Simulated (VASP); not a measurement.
# W (Im-3m) in VASP: a series of runs

Runs on W. Level: r2SCAN. Tasks: single point, relaxation of cell and atoms.

All numbers are computed with VASP 6.6.1; they aren't measurements. Logs are shortened: lines on timing, memory, paths and dates and some standing lists are left out, and cuts for length are marked.

### Step 1. The cell of the first run

Symmetry: Im-3m, No. 229, cubic system. The conventional cell has a = 3.169 Å, b = 3.169 Å, c = 3.169 Å, α = 90.00°, β = 90.00°, γ = 90.00°. W (site symmetry m-3m) has 14 W at 2.74 to 3.17 Å within 3.6 Å.

### Step 2. Single point, r2SCAN

POSCAR reads:

```
W
1.0
   -1.5844680330      1.5844680330      1.5844680330
    1.5844680330     -1.5844680330      1.5844680330
    1.5844680330      1.5844680330     -1.5844680330
W
1
Direct
    0.0000000000      0.0000000000      0.0000000000
```

INCAR.step1 reads:

```
SYSTEM = W
ALGO     = Normal         ! electronic algorithm
EDIFF    = 1E-4           ! SCF threshold, eV
ENCUT    = 520            ! plane-wave cutoff, eV
GGA      = PE             ! functional
ISMEAR   = -1             ! smearing method
LASPH    = .True.         ! aspherical terms in the spheres
LCHARG   = .False.        ! write CHGCAR
LREAL    = .False.        ! projectors in reciprocal space
LWAVE    = .True.         ! write WAVECAR
NBANDS   = 13             ! bands
NELM     = 100            ! most SCF steps
PREC     = Accurate       ! precision mode
SIGMA    = 0.1            ! smearing width, eV
```

INCAR.step2 reads:

```
SYSTEM = W
ALGO     = Normal         ! electronic algorithm
EDIFF    = 1E-6           ! SCF threshold, eV
ENCUT    = 520            ! plane-wave cutoff, eV
ISIF     = 2              ! what is computed and relaxed
ISMEAR   = -1             ! smearing method
ISTART   = 1            
LASPH    = .True.         ! aspherical terms in the spheres
LCHARG   = .True.         ! write CHGCAR
LELF     = .True.         ! ELF
LMIXTAU  = .True.       
LREAL    = .False.        ! projectors in reciprocal space
LVHAR    = .True.       
LWAVE    = .False.        ! write WAVECAR
METAGGA  = R2SCAN         ! meta-GGA
NBANDS   = 13             ! bands
NELM     = 100            ! most SCF steps
PREC     = Accurate       ! precision mode
SIGMA    = 0.1            ! smearing width, eV
```

KPOINTS reads:

```
k-points
0
Gamma
  15 15 15
  0 0 0
```

Potentials or basis: VASP PAW PBE potentials, release 64 (W_sv).

Launch:

```
> cat potpaw_PBE.64/W_sv/POTCAR > POTCAR
> cp INCAR.step1 INCAR
> mpirun -np 1 vasp_std > vasp.out
> cp INCAR.step2 INCAR
> mpirun -np 1 vasp_std > vasp.out
```

OUTCAR:

```text
SYSTEM = W
   EDIFF = 1E-6
   ENCUT = 520
   ISIF = 2
   ISMEAR = -1
   ISTART = 1
   LASPH = .True.
   LREAL = .False.
   METAGGA = R2SCAN
   NELM = 100
   PREC = Accurate

 ion  position               nearest neighbor table
   1  0.000  0.000  0.000-

  LATTYP: Found a body centered cubic cell.
 ALAT       =     3.1689360660

  Lattice vectors:

 A1 = (  -1.5844680330,   1.5844680330,   1.5844680330)
 A2 = (   1.5844680330,  -1.5844680330,   1.5844680330)
 A3 = (   1.5844680330,   1.5844680330,  -1.5844680330)

Analysis of symmetry for initial positions (statically):
=====================================================================
 Subroutine PRICEL returns:
 Original cell was already a primitive cell.

 Routine SETGRP: Setting up the symmetry group for a
 body centered cubic supercell.

 Subroutine GETGRP returns: Found 48 space group operations
 (whereof 48 operations were pure point group operations)
 out of a pool of 48 trial point group operations.

The static configuration has the point symmetry O_h .

Analysis of symmetry for dynamics (positions and initial velocities):
=====================================================================
 Subroutine PRICEL returns:
 Original cell was already a primitive cell.

 Routine SETGRP: Setting up the symmetry group for a
 body centered cubic supercell.

 Subroutine GETGRP returns: Found 48 space group operations
 (whereof 48 operations were pure point group operations)
 out of a pool of 48 trial point group operations.

The dynamic configuration has the point symmetry O_h .

 Subroutine INISYM returns: Found 48 space group operations
 (whereof 48 operations are pure point group operations),
 and found     1 'primitive' translations

----------------------------------------------------------------------------------------

                                     Primitive cell

  volume of cell :      15.9115

  direct lattice vectors                    reciprocal lattice vectors
    -1.584468033  1.584468033  1.584468033     0.000000000  0.315563324  0.315563324
     1.584468033 -1.584468033  1.584468033     0.315563324  0.000000000  0.315563324
     1.584468033  1.584468033 -1.584468033     0.315563324  0.315563324  0.000000000

  length of vectors
     2.744379136  2.744379136  2.744379136     0.446273933  0.446273933  0.446273933

  position of ions in fractional coordinates (direct lattice)
     0.000000000  0.000000000  0.000000000

  ion indices of the primitive-cell ions
   primitive index   ion index
                 1           1

----------------------------------------------------------------------------------------

 KPOINTS: k-points

Automatic generation of k-mesh.
 Grid dimensions read from file:
 generate k-points for:   15   15   15

 Generating k-lattice:

  Cartesian coordinates                     Fractional coordinates (reciprocal lattice)
     0.000000000  0.021037555  0.021037555     0.066666667  0.000000000  0.000000000
     0.021037555  0.000000000  0.021037555     0.000000000  0.066666667  0.000000000
     0.021037555  0.021037555  0.000000000     0.000000000  0.000000000  0.066666667

  Length of vectors
     0.029751596  0.029751596  0.029751596

  Shift w.r.t. Gamma in fractional coordinates (k-lattice)
     0.000000000  0.000000000  0.000000000

 Subroutine IBZKPT returns following result:
 ===========================================

 Found    120 irreducible k-points:

 Following reciprocal coordinates:
            Coordinates               Weight
  0.000000  0.000000  0.000000      1.000000
  0.066667  0.000000  0.000000     12.000000
  0.133333  0.000000  0.000000     12.000000
  0.200000  0.000000  0.000000     12.000000
  0.266667  0.000000  0.000000     12.000000
  0.333333  0.000000  0.000000     12.000000
[... 16 lines left out ...]
  0.333333  0.200000  0.000000     48.000000
  0.400000  0.200000  0.000000     24.000000
 [... further k-points ...]
   k-points           NKPTS =    120   k-points in BZ     NKDIM =    120   number of bands    NBANDS=     13
   number of dos      NEDOS =    301   number of ions     NIONS =      1
   total plane-waves  NPLWV =   8000
   dimension x,y,z NGX =    20 NGY =   20 NGZ =   20
   dimension x,y,z NGXF=    40 NGYF=   40 NGZF=   40
   ions per type =               1
   NGX,Y,Z   is equivalent  to a cutoff of  12.12, 12.12, 12.12 a.u.
   NGXF,Y,Z  is equivalent  to a cutoff of  24.23, 24.23, 24.23 a.u.
 SYSTEM =  W
   PREC   = accura    normal or accurate (medium, high low for compatibility)
   ISTART =      1    job   : 0-new  1-cont  2-samecut
   ICHARG =      0    charge: 1-file 2-atom 10-const
   ISPIN  =      1    spin polarized calculation?
   LNONCOLLINEAR =      F non collinear calculations
   LSORBIT =      F    spin-orbit coupling
   LASPH  =      T    aspherical Exc in radial PAW
   ENCUT  =  520.0 eV  38.22 Ry    6.18 a.u.   5.10  5.10  5.10*2*pi/ulx,y,z
   NELM   =    100;   NELMIN=  2; NELMDL=  0     # of ELM steps
   EDIFF  = 0.1E-05   stopping-criterion for ELM
   LREAL  =      F    real-space projection
   EDIFFG = 0.1E-04   stopping-criterion for IOM
   NSW    =      0    number of steps for IOM
   IBRION =     -1    ionic relax: 0-MD 1-quasi-New 2-CG
   NFREE  =      0    steps in history (QN), initial steepest desc. (CG)
   ISIF   =      2    stress and relaxation
   ISYM   =      2    0-nonsym 1-usesym 2-fastsym
   POTIM  = 0.5000    time-step for ionic-motion
   TEBEG  =    0.0;   TEEND  =   0.0 temperature during run
   PSTRESS=    0.0 pullay stress
   NELECT =      14.0000    total number of electrons
   NUPDOWN=      -1.0000    fix difference up-down
   EMIN   =  10.00;   EMAX   =-10.00  energy-range for DOS
   EFERMI =   0.00;   METHOD = LEGACY
   ISMEAR =    -1;   SIGMA  =   0.10  broadening in eV -4-tet -1-fermi 0-gaus
   EFERMI_NEDOS =   21; number of points for ismear=-14 and -15
   IALGO  =     38    algorithm
   IMIX   =      4    mixing-type and parameters
     AMIX     =   0.40;   BMIX     =  1.00
     AMIX_MAG =   1.60;   BMIX_MAG =  1.00
  volume/ion in A,a.u.               =      15.91       107.38
  Fermi-wavevector in a.u.,A,eV,Ry     =   1.568727  2.964464 33.482636  2.460904
  Thomas-Fermi vector in A             =   2.670715
   LORBIT       =      0    0 simple, 1 ext, 2 COOP (PROOUT), +10 PAW based schemes
   METAGGA = R2SCAN    functional components
   LHFCALC =     F    Hartree Fock is set to
   AEXX    =    0.0000 exact exchange contribution
   IVDW    =     0    specifies the selected vdW correction
   LEPSILON=     F    determine dielectric tensor
   LRPA    =     F    only Hartree local field effects (RPA)
 non-spin polarized calculation
  energy-cutoff  :      520.00
  volume of cell :       15.91
 maximum number of plane-waves:       442
   NGX = 11   NGY = 11   NGZ = 11

 number of electron      14.0000003 magnetization

 Free energy of the ion-electron system (eV)
  ---------------------------------------------------
  ext. energy  EPLUGINS =         0.00000000
  ---------------------------------------------------
  free energy    TOTEN  =       -51.35690729 eV

  energy without entropy =      -51.34448864  energy(sigma->0) =      -51.35069797

 E-fermi :  11.1948     XC(G=0): -14.9356

 val. band max:       11.1500998649   @ k =  -0.3333   0.4000   0.2667
 cond. band min:      11.3651573970   @ k =   0.4667   0.0667   0.0000
 fundamental gap:      0.2150575321
 Fermi energy:        11.1948027332

 k-point     1 :       0.0000    0.0000    0.0000
  band No.  band energies     occupation
      1     -64.8869      2.00000
      2     -27.7520      2.00000
      3     -27.7520      2.00000
      4     -27.7520      2.00000
      5       1.1276      2.00000
      6       9.9584      1.99999
      7       9.9584      1.99999
      8       9.9584      1.99999
      9      13.7886      0.00000
     10      13.7886      0.00000
     11      26.4856      0.00000
     12      26.4856      0.00000
     13      26.4856      0.00000

 k-point     2 :       0.0667    0.0000    0.0000
  band No.  band energies     occupation
      1     -64.8805      2.00000
      2     -27.8155      2.00000
      3     -27.7717      2.00000
      4     -27.7524      2.00000
      5       1.3511      2.00000
      6       9.8211      2.00000
      7       9.9246      1.99999
      8      10.1735      1.99993
      9      13.5699      0.00000
     10      13.7881      0.00000
     11      26.6738      0.00000
     12      26.8667      0.00000
     13      27.0201      0.00000

 k-point     3 :       0.1333    0.0000    0.0000
  band No.  band energies     occupation
      1     -64.8624      2.00000
      2     -27.9923      2.00000
      3     -27.8268      2.00000
      4     -27.7532      2.00000
      5       1.9854      2.00000
      6       9.4548      2.00000
      7       9.7733      2.00000
      8      10.8080      1.95907
      9      13.1647      0.00000
     10      13.8025      0.00000
     11      27.0911      0.00000
     12      27.9605      0.00000
     13      28.2592      0.00000
[... 305 lines left out ...]
 k-point    23 :       0.3333    0.2000    0.0000
  band No.  band energies     occupation
      1     -64.7316      2.00000
      2     -28.9240      2.00000
      3     -28.3478      2.00000
      4     -27.8876      2.00000
      5       5.9474      2.00000
      6       7.7945      2.00000
      7       9.4326      2.00000
      8      13.4010      0.00000
      9      14.7627      0.00000
     10      19.0784      0.00000
     11      21.9055      0.00000
     12      25.4831      0.00000
     13      28.1938      0.00000

 k-point    24 :       0.4000    0.2000    0.0000
  band No.  band energies     occupation
      1     -64.7263      2.00000
      2     -28.9456      2.00000
      3     -28.3848      2.00000
      4     -27.8902      2.00000
      5       5.9366      2.00000
      6       7.7694      2.00000
      7       9.7185      2.00000
      8      13.4610      0.00000
      9      14.9318      0.00000
     10      19.8378      0.00000
     11      21.1092      0.00000
     12      24.9443      0.00000
     13      28.0517      0.00000

 [... further k-points ...]
[... 5 lines left out ...]
  --------------------------------------------------------------------------------------
  -------------------------------------------------------------------------------------
  Total        0.1186900      0.1186900      0.1186900     -0.0000000      0.0000000      0.0000000
  in kB       11.9512717     11.9512717     11.9512717     -0.0000000      0.0000000      0.0000000
  external PRESSURE =      11.9512717 kB  Pullay stress =       0.0000000 kB

 VOLUME and BASIS-vectors are now :
 -----------------------------------------------------------------------------
  energy-cutoff  :      520.00
  volume of cell :       15.91
      direct lattice vectors                 reciprocal lattice vectors
    -1.584468033  1.584468033  1.584468033     0.000000000  0.315563324  0.315563324
     1.584468033 -1.584468033  1.584468033     0.315563324  0.000000000  0.315563324
     1.584468033  1.584468033 -1.584468033     0.315563324  0.315563324  0.000000000

 POSITION                                       TOTAL-FORCE (eV/Angst)
 -----------------------------------------------------------------------------------
      0.00000      0.00000      0.00000        -0.000000      0.000000     -0.000000
 -----------------------------------------------------------------------------------
    total drift:                                0.000000     -0.000000      0.000000

  FREE ENERGIE OF THE ION-ELECTRON SYSTEM (eV)
  ---------------------------------------------------
  free  energy   TOTEN  =       -51.3569072940 eV

  energy  without entropy=      -51.3444886385  energy(sigma->0) =      -51.35069797
```

Run time: 30 s. Hardware: 1 thread of Intel Xeon 6975P-C (Granite Rapids), shared host; peak memory 0.14 GiB.

Results:

```yaml
Free_energy: -51.3569 eV
Pressure: 1.2 GPa
Band_gap_on_the_k_mesh: zero (bands 7 and 8 overlap by 6.05 eV)
```

Levels at points of the mesh, in eV from the Fermi level:
| k point | band 3 | band 4 | band 5 | band 6 | band 7 | band 8 | band 9 | band 10 | band 11 | band 12 |
| --- | --- | --- | --- | --- | --- | --- | --- | --- | --- | --- |
| (0.00, 0.00, 0.00) | -38.95 | -38.95 | -10.07 | -1.24 | -1.24 | -1.24 | 2.59 | 2.59 | 15.29 | 15.29 |

Caveat: the PAW data sets were made with another functional, which shifts forces and pressure a little; spin-orbit coupling is left out, which moves the levels of the heavy elements.

### Step 3. Relaxation of cell and atoms, r2SCAN

This run uses another cell than the first one, of 16.72 Å³/atom.

POSCAR reads:

```
W
1.0
   -1.6108735100      1.6108735100      1.6108735100
    1.6108735100     -1.6108735100      1.6108735100
    1.6108735100      1.6108735100     -1.6108735100
W
1
Direct
    0.0000000000      0.0000000000      0.0000000000
```

INCAR.step1 reads:

```
SYSTEM = W
PREC     = Accurate       ! precision mode
ENCUT    = 600            ! plane-wave cutoff, eV
ISMEAR   = -1             ! smearing method
SIGMA    = 0.1            ! smearing width, eV
LREAL    = .FALSE.        ! projectors in reciprocal space
LASPH    = .TRUE.         ! aspherical terms in the spheres
NELM     = 60             ! most SCF steps
GGA      = PE             ! functional
ALGO     = Normal         ! electronic algorithm
EDIFF    = 1E-4           ! SCF threshold, eV
LWAVE    = .TRUE.         ! write WAVECAR
LCHARG   = .FALSE.        ! write CHGCAR
```

INCAR.step2 reads:

```
SYSTEM = W
PREC     = Accurate       ! precision mode
ENCUT    = 600            ! plane-wave cutoff, eV
EDIFF    = 1E-7           ! SCF threshold, eV
ISMEAR   = -1             ! smearing method
SIGMA    = 0.1            ! smearing width, eV
LREAL    = .FALSE.        ! projectors in reciprocal space
LASPH    = .TRUE.         ! aspherical terms in the spheres
NELM     = 60             ! most SCF steps
ALGO     = Normal         ! electronic algorithm
ISIF     = 3              ! what is computed and relaxed
LWAVE    = .FALSE.        ! write WAVECAR
LCHARG   = .FALSE.        ! write CHGCAR
METAGGA  = R2SCAN         ! meta-GGA
LMIXTAU  = .TRUE.       
IBRION   = 2              ! ionic algorithm
NSW      = 100            ! ionic steps
EDIFFG   = -0.01          ! ionic threshold
ISTART   = 1
```

KPOINTS reads:

```
regular mesh
0
G
  15 15 15
  0 0 0
```

Potentials or basis: VASP PAW PBE potentials, release 64 (W_sv).

Launch:

```
> cat potpaw_PBE.64/W_sv/POTCAR > POTCAR
> cp INCAR.step1 INCAR
> mpirun -np 1 vasp_std > vasp.out
> cp INCAR.step2 INCAR
> mpirun -np 1 vasp_std > vasp.out
```

It took 2.7 min on 1 thread of Intel Xeon 6975P-C (Granite Rapids), shared host; peak memory 0.18 GiB.

Results (log left out):

```yaml
Free_energy: -51.3579 eV
Relaxed_volume: 15.97 Å³/atom
Relaxed_cell: a = 2.748 Å, b = 2.748 Å, c = 2.748 Å, α = 109.47°, β = 109.47°, γ = 109.47°
Space_group_after_relaxing_to_0.1_Å: Im-3m (No. 229)
Energy_gained_by_relaxing: 32.5 meV/atom
Ionic_steps: 7
Pressure_after_relaxing: 0.0 GPa
Band_gap_on_the_k_mesh: zero (bands 7 and 8 overlap by 6.02 eV)
```

The path:
| step | energy change (eV) | largest force (eV/Å) | pressure (GPa) | volume (Å³) |
| --- | --- | --- | --- | --- |
| 1 | 0.0000 | 0.0000 | -13.35 | 16.72 |
| 2 | 0.4435 | 0.0000 | 72.66 | 13.57 |
| 3 | -0.0323 | 0.0000 | -1.11 | 16.03 |
| 4 | -0.0325 | 0.0000 | -0.20 | 15.98 |
| 5 | -0.0325 | 0.0000 | 0.10 | 15.97 |
| 6 | -0.0325 | 0.0000 | -0.30 | 15.99 |
| 7 | -0.0325 | 0.0000 | 0.01 | 15.97 |

Final structure:
```xyz
1
Lattice="-1.5865 1.5865 1.5865 1.5865 -1.5865 1.5865 1.5865 1.5865 -1.5865" Properties=species:S:1:pos:R:3 pbc="T T T"
W     0.0000    0.0000    0.0000
```

Levels at points of the mesh, in eV from the Fermi level:
```
           k point  band 5  band 6  band 7  band 8  band 9  band 10
(0.00, 0.00, 0.00)  -10.05   -1.23   -1.23   -1.23    2.59     2.59
```

Caveat: the PAW data sets were made with another functional, which shifts forces and pressure a little; spin-orbit coupling is left out, which moves the levels of the heavy elements.
